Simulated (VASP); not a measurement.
GaP, 2 atoms in the cell. It takes space group F-43m (No. 216, cubic). The conventional cell has a = 5.451 Å, b = 5.451 Å, c = 5.451 Å, α = 90.00°, β = 90.00°, γ = 90.00°. Within 3.1 Å of Ga (site symmetry -43m) lie 4 P at 2.36 Å. Within 3.1 Å of P (site symmetry -43m) lie 4 Ga at 2.36 Å. 

- Program: VASP 6.6.1
- Task: single point
- Functional: PBE-based screened hybrid with 35 % exact exchange
- Potentials or basis: VASP PAW PBE potentials, release 64 (Ga_d, P)
- Cutoff: 520 eV
- k mesh: 4 × 4 × 4
- Occupations: gaussian, width 0.05 eV
- Spin: no spin polarisation
- Dipole correction: no
- Grid for exact exchange (PRECFOCK): Normal
- Share of exact exchange: 0.35
- Further INCAR settings: ALGO = Normal; EDIFF = 1e-07; NBANDS = 16
- Screening parameter: 0.1 1/Å

Potentials or basis: VASP PAW PBE potentials, release 64 (Ga_d, P).

Launch:

```bash
$ cat potpaw_PBE.64/Ga_d/POTCAR potpaw_PBE.64/P/POTCAR > POTCAR
$ cp INCAR.step1 INCAR
$ mpirun -np 1 vasp_std > vasp.out
$ cp INCAR.step2 INCAR
$ mpirun -np 1 vasp_std > vasp.out
```

Hardware: 1 thread of AMD EPYC 7R13 Processor (Zen 3) (shared host).

Q: How long does it take, and how much memory?

A: Wall time 7.2 min on 1 thread of AMD EPYC 7R13 Processor (Zen 3), on a shared host, peak memory 0.24 GiB. Counts: k points 8.
